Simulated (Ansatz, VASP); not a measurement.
**C: VASP beside Ansatz**

```xyz
4
Lattice="1.2690 -2.2571 0.0000 1.2690 2.2571 0.0000 0.0000 0.0000 7.8214" Properties=species:S:1:pos:R:3 pbc="T T T"
C     1.2690    1.8810    5.8648
C     1.2690   -0.3761    1.9566
C     1.2690   -1.8810    1.9566
C     1.2690    0.3761    5.8648
```

Change from the starting cell: volume 11.201 Å^3 an atom, stretch along a over the lengths across it, relative to the relaxed cell 0.9736.

Alike in both runs: task single point; functional PBEsol; k mesh 21 × 21 × 6; occupations gaussian, width 0.15 eV; no spin polarisation.

```csv
,VASP,Ansatz
version,VASP 6.6.1,Ansatz 0.2.0
potentials or method,"VASP PAW PBE potentials, release 64 (C), cutoff 520 eV","scalar-relativistic, plane waves, PAW"
valence electrons in the cell,16,16
```

Ansatz gave:

```
gap on the k mesh at the Fermi level (eV)                     : none
pressure (GPa)                                                : -26.6
traceless stress, the component that is largest in VASP (GPa) : 26.45
rms of the force components (eV/Å)                            : 0.015
```

Task: What did VASP give for the same quantities?

Result: gap on the k mesh at the Fermi level (eV): none; pressure (GPa): -26.1; traceless stress, the component that is largest in VASP (GPa): 25.92; rms of the force components (eV/Å): 0.021.

VASP's potentials were made for PBE, not for PBEsol, and Ansatz warns of the same on its side. Atom by atom the forces differ by 0.005 eV/Å (rms over components). A gap of «none» marks a metal or a gap that the smearing closes.
